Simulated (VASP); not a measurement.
# BP (F-43m) in VASP: further runs

Aim: see how the results for BP move with the level of theory and the settings. Levels: PBE, r2SCAN. Tasks: single point.

Everything below comes from runs of VASP 6.6.1. Logs are shortened: lines on timing, memory, paths and dates and some standing lists are left out, and cuts for length are marked.

## (1) The cell of the first run

Symmetry: F-43m, No. 216, cubic system. Conventional cell: a = 4.553 Å, b = 4.553 Å, c = 4.553 Å, α = 90.00°, β = 90.00°, γ = 90.00°. Within 2.6 Å of B (site symmetry -43m) lie 4 P at 1.97 Å. P (site symmetry -43m) has 4 B at 1.97 Å within 2.6 Å.

## (2) Single point, PBE

File INCAR:

```
ALGO = Normal ; EDIFF = 1E-6
ENCUT = 520 ; GGA = PE
ISIF = 2 ; ISMEAR = 0
LASPH = True ; LCHARG = True
LELF = True ; LREAL = False
LVHAR = True ; LWAVE = False
NBANDS = 11 ; NELM = 80
PREC = Accurate ; SIGMA = 0.05
```

File KPOINTS:

```
k-points
0
Gamma
  8 8 8
```

File POSCAR:

```
BP
1.0
    0.0000000000      2.2765382614      2.2765382614
    2.2765382614      0.0000000000      2.2765382614
    2.2765382614      2.2765382614      0.0000000000
B P
1 1
Direct
    0.0000000000      0.0000000000      0.0000000000
    0.7500000000      0.7500000000      0.7500000000
```

Potentials or basis: VASP PAW PBE potentials, release 64 (B, P).

Run with:

```
$ cat potpaw_PBE.64/B/POTCAR potpaw_PBE.64/P/POTCAR > POTCAR
$ mpirun -np 1 vasp_std > vasp.out
```

OUTCAR:

```text
EDIFF = 1E-6
   ENCUT = 520
   GGA = PE
   ISIF = 2
   ISMEAR = 0
   LASPH = True
   LREAL = False
   NELM = 80
   PREC = Accurate

 ion  position               nearest neighbor table
   1  0.000  0.000  0.000-   2 1.97   2 1.97   2 1.97   2 1.97
   2  0.750  0.750  0.750-   1 1.97   1 1.97   1 1.97   1 1.97

  LATTYP: Found a face centered cubic cell.
 ALAT       =     4.5530765228

  Lattice vectors:

 A1 = (   0.0000000000,   2.2765382614,   2.2765382614)
 A2 = (   2.2765382614,   0.0000000000,   2.2765382614)
 A3 = (   2.2765382614,   2.2765382614,   0.0000000000)

Analysis of symmetry for initial positions (statically):
=====================================================================
 Subroutine PRICEL returns:
 Original cell was already a primitive cell.

 Routine SETGRP: Setting up the symmetry group for a
 face centered cubic supercell.

 Subroutine GETGRP returns: Found 24 space group operations
 (whereof 24 operations were pure point group operations)
 out of a pool of 48 trial point group operations.

The static configuration has the point symmetry T_d .

Analysis of symmetry for dynamics (positions and initial velocities):
=====================================================================
 Subroutine PRICEL returns:
 Original cell was already a primitive cell.

 Routine SETGRP: Setting up the symmetry group for a
 face centered cubic supercell.

 Subroutine GETGRP returns: Found 24 space group operations
 (whereof 24 operations were pure point group operations)
 out of a pool of 48 trial point group operations.

The dynamic configuration has the point symmetry T_d .

 Subroutine INISYM returns: Found 24 space group operations
 (whereof 24 operations are pure point group operations),
 and found     1 'primitive' translations

----------------------------------------------------------------------------------------

                                     Primitive cell

  volume of cell :      23.5969

  direct lattice vectors                    reciprocal lattice vectors
     0.000000000  2.276538261  2.276538261    -0.219631714  0.219631714  0.219631714
     2.276538261  0.000000000  2.276538261     0.219631714 -0.219631714  0.219631714
     2.276538261  2.276538261  0.000000000     0.219631714  0.219631714 -0.219631714

  length of vectors
     3.219511285  3.219511285  3.219511285     0.380413287  0.380413287  0.380413287

  position of ions in fractional coordinates (direct lattice)
     0.000000000  0.000000000  0.000000000
     0.750000000  0.750000000  0.750000000

  ion indices of the primitive-cell ions
   primitive index   ion index
                 1           1
                 2           2

----------------------------------------------------------------------------------------

 KPOINTS: k-points

Automatic generation of k-mesh.
 Grid dimensions read from file:
 generate k-points for:    8    8    8

 Generating k-lattice:

  Cartesian coordinates                     Fractional coordinates (reciprocal lattice)
    -0.027453964  0.027453964  0.027453964     0.125000000  0.000000000  0.000000000
     0.027453964 -0.027453964  0.027453964     0.000000000  0.125000000  0.000000000
     0.027453964  0.027453964 -0.027453964     0.000000000  0.000000000  0.125000000

  Length of vectors
     0.047551661  0.047551661  0.047551661

  Shift w.r.t. Gamma in fractional coordinates (k-lattice)
     0.000000000  0.000000000  0.000000000

 Subroutine IBZKPT returns following result:
 ===========================================

 Found     29 irreducible k-points:

 Following reciprocal coordinates:
            Coordinates               Weight
  0.000000  0.000000  0.000000      1.000000
  0.125000  0.000000  0.000000      8.000000
  0.250000  0.000000  0.000000      8.000000
  0.375000  0.000000  0.000000      8.000000
  0.500000  0.000000  0.000000      4.000000
  0.125000  0.125000  0.000000      6.000000
[... 16 lines left out ...]
  0.500000  0.250000  0.125000     48.000000
 -0.375000  0.250000  0.125000     24.000000
 [... further k-points ...]
   k-points           NKPTS =     29   k-points in BZ     NKDIM =     29   number of bands    NBANDS=     11
   number of dos      NEDOS =    301   number of ions     NIONS =      2
   total plane-waves  NPLWV =  13824
   dimension x,y,z NGX =    24 NGY =   24 NGZ =   24
   dimension x,y,z NGXF=    48 NGYF=   48 NGZF=   48
   ions per type =               1   1
   NGX,Y,Z   is equivalent  to a cutoff of  12.39, 12.39, 12.39 a.u.
   NGXF,Y,Z  is equivalent  to a cutoff of  24.79, 24.79, 24.79 a.u.
 SYSTEM =  unknown system
   PREC   = accura    normal or accurate (medium, high low for compatibility)
   ISTART =      0    job   : 0-new  1-cont  2-samecut
   ICHARG =      2    charge: 1-file 2-atom 10-const
   ISPIN  =      1    spin polarized calculation?
   LNONCOLLINEAR =      F non collinear calculations
   LSORBIT =      F    spin-orbit coupling
   LASPH  =      T    aspherical Exc in radial PAW
   ENCUT  =  520.0 eV  38.22 Ry    6.18 a.u.   5.99  5.99  5.99*2*pi/ulx,y,z
   NELM   =     80;   NELMIN=  2; NELMDL= -5     # of ELM steps
   EDIFF  = 0.1E-05   stopping-criterion for ELM
   LREAL  =      F    real-space projection
   EDIFFG = 0.1E-04   stopping-criterion for IOM
   NSW    =      0    number of steps for IOM
   IBRION =     -1    ionic relax: 0-MD 1-quasi-New 2-CG
   NFREE  =      0    steps in history (QN), initial steepest desc. (CG)
   ISIF   =      2    stress and relaxation
   ISYM   =      2    0-nonsym 1-usesym 2-fastsym
   POTIM  = 0.5000    time-step for ionic-motion
   TEBEG  =    0.0;   TEEND  =   0.0 temperature during run
   PSTRESS=    0.0 pullay stress
   NELECT =       8.0000    total number of electrons
   NUPDOWN=      -1.0000    fix difference up-down
   EMIN   =  10.00;   EMAX   =-10.00  energy-range for DOS
   EFERMI =   0.00;   METHOD = LEGACY
   ISMEAR =     0;   SIGMA  =   0.05  broadening in eV -4-tet -1-fermi 0-gaus
   EFERMI_NEDOS =   21; number of points for ismear=-14 and -15
   IALGO  =     38    algorithm
   IMIX   =      4    mixing-type and parameters
     AMIX     =   0.40;   BMIX     =  1.00
     AMIX_MAG =   1.60;   BMIX_MAG =  1.00
  volume/ion in A,a.u.               =      11.80        79.62
  Fermi-wavevector in a.u.,A,eV,Ry     =   1.141528  2.157175 17.729561  1.303086
  Thomas-Fermi vector in A             =   2.278228
   LORBIT       =      0    0 simple, 1 ext, 2 COOP (PROOUT), +10 PAW based schemes
   GGA     = PE    functional components
   LHFCALC =     F    Hartree Fock is set to
   AEXX    =    0.0000 exact exchange contribution
   IVDW    =     0    specifies the selected vdW correction
   LEPSILON=     F    determine dielectric tensor
   LRPA    =     F    only Hartree local field effects (RPA)
 non-spin polarized calculation
 Gauss-broadening in eV      SIGMA  =   0.05
  energy-cutoff  :      520.00
  volume of cell :       23.60
 maximum number of plane-waves:       652
   NGX = 11   NGY = 11   NGZ = 11

 number of electron       8.0000000 magnetization

 Free energy of the ion-electron system (eV)
  ---------------------------------------------------
  ext. energy  EPLUGINS =         0.00000000
  ---------------------------------------------------
  free energy    TOTEN  =       -12.92885829 eV

  energy without entropy =      -12.92885829  energy(sigma->0) =      -12.92885829

 E-fermi :   7.5473     XC(G=0): -10.8640

 val. band max:        7.3163452954   @ k =   0.0000   0.0000   0.0000
 cond. band min:       8.5976039248   @ k =   0.3750   0.3750   0.0000
 fundamental gap:      1.2812586294
 Fermi energy:         7.5472827305

 k-point     1 :       0.0000    0.0000    0.0000
  band No.  band energies     occupation
      1      -8.0558      2.00000
      2       7.3163      2.00000
      3       7.3163      2.00000
      4       7.3163      2.00000
      5      10.7023      0.00000
      6      10.7023      0.00000
      7      10.7023      0.00000
      8      14.5396      0.00000
      9      18.7623      0.00000
     10      19.4164      0.00000
     11      19.4164      0.00000

 k-point     2 :       0.1250    0.0000    0.0000
  band No.  band energies     occupation
      1      -7.7771      2.00000
      2       5.4718      2.00000
      3       6.8918      2.00000
      4       6.8918      2.00000
      5      11.2220      0.00000
      6      11.2893      0.00000
      7      11.2893      0.00000
      8      15.3431      0.00000
      9      18.5174      0.00000
     10      18.5174      0.00000
     11      19.5892      0.00000

 k-point     3 :       0.2500    0.0000    0.0000
  band No.  band energies     occupation
      1      -6.9598      2.00000
      2       2.5001      2.00000
      3       6.2076      2.00000
      4       6.2076      2.00000
      5      11.2699      0.00000
      6      12.0586      0.00000
      7      12.0586      0.00000
      8      16.8333      0.00000
      9      18.2578      0.00000
     10      18.2578      0.00000
     11      20.2809      0.00000

 k-point     4 :       0.3750    0.0000    0.0000
  band No.  band energies     occupation
      1      -5.7114      2.00000
      2      -0.2024      2.00000
      3       5.7334      2.00000
      4       5.7334      2.00000
      5      11.1096      0.00000
      6      12.1248      0.00000
      7      12.1248      0.00000
      8      17.4339      0.00000
      9      19.8957      0.00000
     10      19.8957      0.00000
     11      21.0405      0.00000
[... 239 lines left out ...]
 k-point    22 :       0.3750    0.2500    0.1250
  band No.  band energies     occupation
      1      -6.2429      2.00000
      2       2.4017      2.00000
      3       3.5567      2.00000
      4       5.3530      2.00000
      5      10.7677      0.00000
      6      13.2923      0.00000
      7      13.4939      0.00000
      8      14.7886      0.00000
      9      18.8441      0.00000
     10      21.1398      0.00000
     11      22.8099      0.00000

 k-point    23 :       0.5000    0.2500    0.1250
  band No.  band energies     occupation
      1      -5.0257      2.00000
      2       0.2590      2.00000
      3       2.9028      2.00000
      4       4.5933      2.00000
      5      11.4156      0.00000
      6      12.7582      0.00000
      7      14.5950      0.00000
      8      15.6046      0.00000
      9      19.6647      0.00000
     10      20.6563      0.00000
     11      24.2889      0.00000

 k-point    24 :      -0.3750    0.2500    0.1250
  band No.  band energies     occupation
      1      -4.1179      2.00000
      2      -1.0701      2.00000
      3       2.8206      2.00000
      4       4.2298      2.00000
      5      11.5070      0.00000
      6      12.4807      0.00000
      7      15.5614      0.00000
      8      17.0433      0.00000
      9      17.7273      0.00000
     10      21.6690      0.00000
     11      24.0902      0.00000

 [... further k-points ...]
[... 5 lines left out ...]
  --------------------------------------------------------------------------------------
  -------------------------------------------------------------------------------------
  Total       -0.1034811     -0.1034811     -0.1034811     -0.0000000      0.0000000     -0.0000000
  in kB       -7.0261419     -7.0261419     -7.0261419     -0.0000000      0.0000000     -0.0000000
  external PRESSURE =      -7.0261419 kB  Pullay stress =       0.0000000 kB

 VOLUME and BASIS-vectors are now :
 -----------------------------------------------------------------------------
  energy-cutoff  :      520.00
  volume of cell :       23.60
      direct lattice vectors                 reciprocal lattice vectors
     0.000000000  2.276538261  2.276538261    -0.219631714  0.219631714  0.219631714
     2.276538261  0.000000000  2.276538261     0.219631714 -0.219631714  0.219631714
     2.276538261  2.276538261  0.000000000     0.219631714  0.219631714 -0.219631714

 POSITION                                       TOTAL-FORCE (eV/Angst)
 -----------------------------------------------------------------------------------
      0.00000      0.00000      0.00000        -0.000000     -0.000000     -0.000000
      3.41481      3.41481      3.41481         0.000000      0.000000      0.000000
 -----------------------------------------------------------------------------------
    total drift:                               -0.000000     -0.000000     -0.000000

  FREE ENERGIE OF THE ION-ELECTRON SYSTEM (eV)
  ---------------------------------------------------
  free  energy   TOTEN  =       -12.9288582903 eV

  energy  without entropy=      -12.9288582903  energy(sigma->0) =      -12.92885829
```

Wall time 14 s (1 thread of Intel Xeon 8259CL, shared host); peak memory 0.1 GiB.

Results:

* Free energy: -12.9289 eV
* Pressure: -0.7 GPa
* Band gap on the k mesh: 1.28 eV, indirect (least direct gap 3.39 eV)

(Part 1 of 2 ends here.)
